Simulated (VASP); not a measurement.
# CrO2 (P4_2/mnm) in VASP: single point with LDA

Aim: the single point of CrO2 with LDA.

All numbers are computed with VASP 6.6.1; they aren't measurements. Logs are shortened: lines on timing, memory, paths and dates and some standing lists are left out, and cuts for length are marked.

## (1) The cell of the first run

The structure is tetragonal, space group P4_2/mnm (No. 136). Conventional cell: a = 4.332 Å, b = 4.332 Å, c = 2.841 Å, α = 90.00°, β = 90.00°, γ = 90.00°. Cr (site symmetry mmm) has 6 O at 1.85 to 1.87 Å within 2.5 Å. O (site symmetry m2m) has 3 Cr at 1.85 to 1.87 Å and 1 O at 2.42 Å within 2.5 Å.

## (2) Single point, LDA, collinear spin, ferromagnetic start (8.88 Å³/atom)

Contents of INCAR:

```
SYSTEM = CrO2
  PREC = Accurate
  ENCUT = 700
  EDIFF = 1E-6
  ISMEAR = -1
  SIGMA = 0.05
  LREAL = .FALSE.
  LASPH = .TRUE.
  NELM = 200
  ALGO = Normal
  ISIF = 2
  LWAVE = .FALSE.
  LCHARG = .FALSE.
  ISPIN = 2
  MAGMOM = 1.6 1.6 0 0 0 0
  LORBIT = 11
  LMAXMIX = 4
  NBANDS = 39
  GGA_COMPAT = .FALSE.
```

Contents of KPOINTS:

```
Automatic mesh
0
G
  6 6 8
  0 0 0
```

Contents of POSCAR:

```
CrO2
1.0
    4.3318115422      0.0000000000      0.0000000000
    0.0000000000      4.3318115422      0.0000000000
    0.0000000000      0.0000000000      2.8405799478
Cr O
2 4
Direct
    0.0000000000      0.0000000000      0.0000000000
    0.5000000000      0.5000000000      0.5000000000
    0.3026494058      0.3026494058      0.0000000000
    0.1973505942      0.8026494058      0.5000000000
    0.6973505942      0.6973505942      0.0000000000
    0.8026494058      0.1973505942      0.5000000000
```

Potentials or basis: VASP PAW LDA potentials, release 64 (Cr_sv, O).

Run with:

```bash
$ cat potpaw_LDA.64/Cr_sv/POTCAR potpaw_LDA.64/O/POTCAR > POTCAR
$ mpirun -np 1 vasp_std > vasp.out
```

OUTCAR:

```text
SYSTEM = CrO2
   PREC = Accurate
   ENCUT = 700
   EDIFF = 1E-6
   ISMEAR = -1
   LREAL = .FALSE.
   LASPH = .TRUE.
   NELM = 200
   ISIF = 2
   ISPIN = 2
   LORBIT = 11

 ion  position               nearest neighbor table
   1  0.000  0.000  0.000-   3 1.85   5 1.85   4 1.87   6 1.87   4 1.87   6 1.87
   2  0.500  0.500  0.500-   4 1.85   6 1.85   5 1.87   3 1.87   3 1.87   5 1.87
   3  0.303  0.303  0.000-   1 1.85   2 1.87   2 1.87
   4  0.197  0.803  0.500-   2 1.85   1 1.87   1 1.87
   5  0.697  0.697  0.000-   1 1.85   2 1.87   2 1.87
   6  0.803  0.197  0.500-   2 1.85   1 1.87   1 1.87

  LATTYP: Found a simple tetragonal cell.
 ALAT       =     4.3318115422
 C/A-ratio  =     0.6557487370

  Lattice vectors:

 A1 = (   4.3318115422,   0.0000000000,   0.0000000000)
 A2 = (   0.0000000000,   4.3318115422,   0.0000000000)
 A3 = (   0.0000000000,   0.0000000000,   2.8405799478)

Analysis of symmetry for initial positions (statically):
=====================================================================
 Subroutine PRICEL returns:
 Original cell was already a primitive cell.

 Routine SETGRP: Setting up the symmetry group for a
 simple tetragonal supercell.

 Subroutine GETGRP returns: Found 16 space group operations
 (whereof  8 operations were pure point group operations)
 out of a pool of 16 trial point group operations.

The static configuration has the point symmetry D_2h.
 The point group associated with its full space group is D_4h.

Analysis of symmetry for dynamics (positions and initial velocities):
=====================================================================
 Subroutine PRICEL returns:
 Original cell was already a primitive cell.

 Routine SETGRP: Setting up the symmetry group for a
 simple tetragonal supercell.

 Subroutine GETGRP returns: Found 16 space group operations
 (whereof  8 operations were pure point group operations)
 out of a pool of 16 trial point group operations.

The dynamic configuration has the point symmetry D_2h.
 The point group associated with its full space group is D_4h.

Analysis of structural, dynamic, and magnetic symmetry:
=====================================================================
 Subroutine PRICEL returns:
 Original cell was already a primitive cell.

 Routine SETGRP: Setting up the symmetry group for a
 simple tetragonal supercell.

 Subroutine GETGRP returns: Found 16 space group operations
 (whereof  8 operations were pure point group operations)
 out of a pool of 16 trial point group operations.

The overall configuration has the point symmetry D_2h.
 The point group associated with its full space group is D_4h.

 Subroutine INISYM returns: Found 16 space group operations
 (whereof  8 operations are pure point group operations),
 and found     1 'primitive' translations

----------------------------------------------------------------------------------------

                                     Primitive cell

  volume of cell :      53.3023

  direct lattice vectors                    reciprocal lattice vectors
     4.331811542  0.000000000  0.000000000     0.230850301  0.000000000  0.000000000
     0.000000000  4.331811542  0.000000000     0.000000000  0.230850301  0.000000000
     0.000000000  0.000000000  2.840579948     0.000000000  0.000000000  0.352040787

  length of vectors
     4.331811542  4.331811542  2.840579948     0.230850301  0.230850301  0.352040787

  position of ions in fractional coordinates (direct lattice)
     0.000000000  0.000000000  0.000000000
     0.500000000  0.500000000  0.500000000
     0.302649406  0.302649406  0.000000000
     0.197350594  0.802649406  0.500000000
     0.697350594  0.697350594  0.000000000
     0.802649406  0.197350594  0.500000000

  ion indices of the primitive-cell ions
   primitive index   ion index
                 1           1
                 2           2
                 3           3
                 4           4
                 5           5
                 6           6

----------------------------------------------------------------------------------------

[... 31 lines left out ...]
  0.333333  0.166667  0.000000      8.000000
[... 16 lines left out ...]
  0.333333  0.000000  0.250000      8.000000
  0.500000  0.000000  0.250000      4.000000
 [... further k-points ...]
   k-points           NKPTS =     50   k-points in BZ     NKDIM =     50   number of bands    NBANDS=     39
   number of dos      NEDOS =    301   number of ions     NIONS =      6
   total plane-waves  NPLWV =  44800
   dimension x,y,z NGX =    40 NGY =   40 NGZ =   28
   dimension x,y,z NGXF=    80 NGYF=   80 NGZF=   56
   ions per type =               2   4
   NGX,Y,Z   is equivalent  to a cutoff of  15.35, 15.35, 16.39 a.u.
   NGXF,Y,Z  is equivalent  to a cutoff of  30.70, 30.70, 32.77 a.u.
 SYSTEM =  CrO2
   PREC   = accura    normal or accurate (medium, high low for compatibility)
   ISTART =      0    job   : 0-new  1-cont  2-samecut
   ICHARG =      2    charge: 1-file 2-atom 10-const
   ISPIN  =      2    spin polarized calculation?
   LNONCOLLINEAR =      F non collinear calculations
   LSORBIT =      F    spin-orbit coupling
   LASPH  =      T    aspherical Exc in radial PAW
   ENCUT  =  700.0 eV  51.45 Ry    7.17 a.u.   9.34  9.34  6.13*2*pi/ulx,y,z
   NELM   =    200;   NELMIN=  2; NELMDL= -5     # of ELM steps
   EDIFF  = 0.1E-05   stopping-criterion for ELM
   LREAL  =      F    real-space projection
   EDIFFG = 0.1E-04   stopping-criterion for IOM
   NSW    =      0    number of steps for IOM
   IBRION =     -1    ionic relax: 0-MD 1-quasi-New 2-CG
   NFREE  =      0    steps in history (QN), initial steepest desc. (CG)
   ISIF   =      2    stress and relaxation
   ISYM   =      2    0-nonsym 1-usesym 2-fastsym
   POTIM  = 0.5000    time-step for ionic-motion
   TEBEG  =    0.0;   TEEND  =   0.0 temperature during run
   PSTRESS=    0.0 pullay stress
   NELECT =      52.0000    total number of electrons
   NUPDOWN=      -1.0000    fix difference up-down
   EMIN   =  10.00;   EMAX   =-10.00  energy-range for DOS
   EFERMI =   0.00;   METHOD = LEGACY
   ISMEAR =    -1;   SIGMA  =   0.05  broadening in eV -4-tet -1-fermi 0-gaus
   EFERMI_NEDOS =   21; number of points for ismear=-14 and -15
   IALGO  =     38    algorithm
   IMIX   =      4    mixing-type and parameters
     AMIX     =   0.40;   BMIX     =  1.00
     AMIX_MAG =   1.60;   BMIX_MAG =  1.00
  volume/ion in A,a.u.               =       8.88        59.95
  Fermi-wavevector in a.u.,A,eV,Ry     =   1.623656  3.068264 35.868459  2.636257
  Thomas-Fermi vector in A             =   2.717070
   LORBIT       =     11    0 simple, 1 ext, 2 COOP (PROOUT), +10 PAW based schemes
   GGA     = CA    functional components
   LHFCALC =     F    Hartree Fock is set to
   AEXX    =    0.0000 exact exchange contribution
   IVDW    =     0    specifies the selected vdW correction
   LEPSILON=     F    determine dielectric tensor
   LRPA    =     F    only Hartree local field effects (RPA)
 spin polarized calculation
  energy-cutoff  :      700.00
  volume of cell :       53.30
 maximum number of plane-waves:      2273
 NGX is ok and might be reduce to    40
   NGX = 19   NGY = 19   NGZ = 13

 number of electron      52.0000031 magnetization       3.9917395

 Free energy of the ion-electron system (eV)
  ---------------------------------------------------
  ext. energy  EPLUGINS =         0.00000000
  ---------------------------------------------------
  free energy    TOTEN  =       -55.97258482 eV

  energy without entropy =      -55.95755498  energy(sigma->0) =      -55.96506990

 E-fermi :   7.7788     XC(G=0): -12.9005

 val. band max:        7.7696140236   @ k =   0.3333   0.3333   0.3750
 cond. band min:       7.7982958446   @ k =   0.5000   0.5000   0.5000
 fundamental gap:      0.0286818210
 Fermi energy:         7.7787804718

 spin component 1

 k-point     1 :       0.0000    0.0000    0.0000
  band No.  band energies     occupation
      1     -64.9657      1.00000
      2     -64.9569      1.00000
      3     -36.8413      1.00000
      4     -36.8413      1.00000
      5     -36.6908      1.00000
      6     -36.6908      1.00000
[... 973 lines left out ...]
     37      21.9747      0.00000
     38      21.9749      0.00000

 [... further k-points ...]

 spin component 2

 k-point     1 :       0.0000    0.0000    0.0000
  band No.  band energies     occupation
      1     -62.9996      1.00000
      2     -62.9896      1.00000
      3     -35.0969      1.00000
      4     -35.0969      1.00000
      5     -34.7746      1.00000
      6     -34.7746      1.00000
[... 973 lines left out ...]
     37      22.3621      0.00000
     38      22.3621      0.00000

 [... further k-points ...]

 [bands above 38 left out]

------------------------ aborting loop because EDIFF is reached ----------------------------------------

  FORCE on cell =-STRESS in cart. coord.  units (eV):
  Direction    XX          YY          ZZ          XY          YZ          ZX
  --------------------------------------------------------------------------------------
  -------------------------------------------------------------------------------------
  Total        1.2998053      1.2998053      1.5367512     -0.0000000      0.0000000      0.0000000
  in kB       39.0699419     39.0699419     46.1921322     -0.0000000      0.0000000      0.0000000
  external PRESSURE =      41.4440054 kB  Pullay stress =       0.0000000 kB

 VOLUME and BASIS-vectors are now :
 -----------------------------------------------------------------------------
  energy-cutoff  :      700.00
  volume of cell :       53.30
      direct lattice vectors                 reciprocal lattice vectors
     4.331811542  0.000000000  0.000000000     0.230850301  0.000000000  0.000000000
     0.000000000  4.331811542  0.000000000     0.000000000  0.230850301  0.000000000
     0.000000000  0.000000000  2.840579948     0.000000000  0.000000000  0.352040787

 POSITION                                       TOTAL-FORCE (eV/Angst)
 -----------------------------------------------------------------------------------
      0.00000      0.00000      0.00000        -0.000000      0.000000      0.000000
      2.16591      2.16591      1.42029        -0.000000      0.000000      0.000000
      1.31102      1.31102      0.00000        -0.010644     -0.010644      0.000000
      0.85489      3.47693      1.42029         0.010644     -0.010644      0.000000
      3.02079      3.02079      0.00000         0.010644      0.010644      0.000000
      3.47693      0.85489      1.42029        -0.010644      0.010644      0.000000
 -----------------------------------------------------------------------------------
    total drift:                                0.000000     -0.000000     -0.000000

  FREE ENERGIE OF THE ION-ELECTRON SYSTEM (eV)
  ---------------------------------------------------
  free  energy   TOTEN  =       -55.9725848217 eV

  energy  without entropy=      -55.9575549791  energy(sigma->0) =      -55.96506990

 total charge

# of ion       s       p       d       tot
------------------------------------------
    1        2.172   6.072   3.424  11.667
    2        2.172   6.072   3.424  11.667
    3        1.559   3.487   0.000   5.046
    4        1.559   3.487   0.000   5.046
    5        1.559   3.487   0.000   5.046
    6        1.559   3.487   0.000   5.046
--------------------------------------------------
tot         10.580  26.090   6.848  43.518

 magnetization (x)

# of ion       s       p       d       tot
------------------------------------------
    1        0.011   0.012   1.812   1.834
    2        0.011   0.012   1.812   1.834
    3       -0.002  -0.019   0.000  -0.021
    4       -0.002  -0.019   0.000  -0.021
    5       -0.002  -0.019   0.000  -0.021
    6       -0.002  -0.019   0.000  -0.021
--------------------------------------------------
tot          0.013  -0.052   3.623   3.585
```

It took 5.8 min on 1 thread of Intel Xeon Platinum 8259CL at 2.50GHz (Skylake/Cascade Lake), shared host; peak memory 0.33 GiB.

Results:

| Property | Result |
| --- | --- |
| Free energy | -55.9726 eV |
| Pressure | 4.1 GPa |
| Largest force | 0.015 eV/Å |
| Band gap on the k mesh | zero (filled and empty bands overlap) |
| Net moment | 3.99 μB per cell |
| Site moments | Cr +1.83; O -0.02 μB |
| Valence electrons inside the program's atomic spheres | Cr 11.67; O 5.05 |

Forces in eV/Å, atoms in the order of the input:
```
Cr   0.000  0.000  0.000
Cr   0.000  0.000  0.000
O   -0.011 -0.011  0.000
O    0.011 -0.011  0.000
O    0.011  0.011  0.000
O   -0.011  0.011  0.000
```

Levels at points of the mesh, in eV from the Fermi level:
Spin up:
```csv
k point,band 25,band 26,band 27,band 28,band 29,band 30,band 31,band 32
"(0.00, 0.00, 0.00)",-1.51,-1.18,-1.18,-1.17,-0.91,1.26,1.31,3.88
"(0.50, 0.00, 0.00)",-0.75,-0.75,-0.30,-0.30,0.34,0.34,3.48,3.48
"(0.50, 0.50, 0.00)",-1.54,-1.54,-1.16,-1.16,0.91,0.91,3.00,3.00
"(0.00, 0.00, 0.50)",-0.53,-0.53,-0.08,-0.08,0.79,0.79,2.58,2.58
"(0.50, 0.00, 0.50)",-1.58,-1.58,-0.53,-0.53,0.98,0.98,1.79,1.79
"(0.50, 0.50, 0.50)",-0.52,-0.52,-0.40,-0.40,0.02,0.02,3.09,3.09
```
Spin down:
| k point | band 20 | band 21 | band 22 | band 23 | band 24 | band 25 | band 26 | band 27 | band 28 | band 29 |
| --- | --- | --- | --- | --- | --- | --- | --- | --- | --- | --- |
| (0.00, 0.00, 0.00) | -3.86 | -2.03 | -1.67 | -1.67 | -1.19 | 0.27 | 0.43 | 0.63 | 0.65 | 0.65 |
| (0.50, 0.00, 0.00) | -4.84 | -3.35 | -3.35 | -2.08 | -2.08 | 1.03 | 1.03 | 1.34 | 1.34 | 1.75 |
| (0.50, 0.50, 0.00) | -3.86 | -2.91 | -2.91 | -2.56 | -2.56 | 0.33 | 0.33 | 0.68 | 0.68 | 2.14 |
| (0.00, 0.00, 0.50) | -4.48 | -4.27 | -4.27 | -3.03 | -3.03 | 1.30 | 1.30 | 1.60 | 1.60 | 2.16 |
| (0.50, 0.00, 0.50) | -4.29 | -3.70 | -3.70 | -2.46 | -2.46 | 0.08 | 0.08 | 1.63 | 1.63 | 2.31 |
| (0.50, 0.50, 0.50) | -4.44 | -2.87 | -2.87 | -1.99 | -1.99 | 0.87 | 0.87 | 1.53 | 1.53 | 1.66 |

Caveat: the cell stands under pressure; semilocal functionals often make such compounds metallic where correlation or magnetic order opens a gap, which also shifts bond lengths; the run started ferromagnetic, and an antiferromagnetic order may lie lower in energy. With open d or f shells a metallic result of LDA can be an artefact of self-interaction; +U or a hybrid may open a gap.

The gap in the log of VASP goes by the Fermi energy; the results here count the filled bands.